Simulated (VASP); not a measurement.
The system is NaF.

```
Na F
1.0
     0.00000    2.29717    2.29717
     2.29717    0.00000    2.29717
     2.29717    2.29717    0.00000
Na F
1 1
Cartesian
  0.0000 0.0000 0.0000
  2.2972 2.2972 2.2972
```

Program: VASP 6.6.1. Alike in all runs: task single point; potentials or basis VASP PAW PBE potentials, release 64 (Na_pv, F); no spin polarisation; cell as given; k mesh 6 × 6 × 6; cutoff (eV) 520; smearing gaussian 0.01 eV. Hardware: 1 thread of Intel(R) Xeon(R) 6975P-C (Granite Rapids), with other jobs on the host.

Task: Order these runs on this cell by their wall time, lowest first.
A. level r2SCAN
B. level PBE
C. level HSE06; grid for exact exchange (PRECFOCK) Normal; screening parameter 0.2079 1/Å

Result: B (2.1 s), A (7.4 s), C (360 s).
